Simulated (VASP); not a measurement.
Input of a VASP 6.6.1 run:

Contents of INCAR:

```
SYSTEM = B
  PREC = Accurate
  ENCUT = 520
  EDIFF = 1E-7
  ISMEAR = 0
  SIGMA = 0.1
  LREAL = .FALSE.
  LASPH = .TRUE.
  NELM = 80
  ALGO = Normal
  ISIF = 2
  LWAVE = .FALSE.
  LCHARG = .FALSE.
  GGA = PE
  NBANDS = 18
```

File KPOINTS:

```
regular mesh
0
G
  6 6 6
  0 0 0
```

The input POSCAR:

```
B
1.0
    2.9512750917     -2.5672691241      0.0000000000
    2.9512750917      2.5672691241      0.0000000000
    0.0000000000      0.0000000000      3.1344223312
B
6
Direct
    0.5782101018      0.4217898982      0.2514796631
    0.9217898982      0.0782101018      0.2514796631
    0.4217898982      0.5782101018      0.7485203369
    0.0782101018      0.9217898982      0.7485203369
    0.7500000000      0.7500000000      0.0000000000
    0.2500000000      0.2500000000      0.0000000000
```

Potentials or basis: VASP PAW PBE potentials, release 64 (B).

Launch:

```bash
$ cat potpaw_PBE.64/B/POTCAR > POTCAR
$ mpirun -np 1 vasp_std > vasp.out
```

(1) What does it give for the band gap on the k mesh?

(2) Predict the pressure.

(3) Estimate the largest force.

## Answers

(1) zero (bands 9 and 10 overlap by 3.53 eV).

(2) -0.2 GPa.

(3) 0.012 eV/Å.
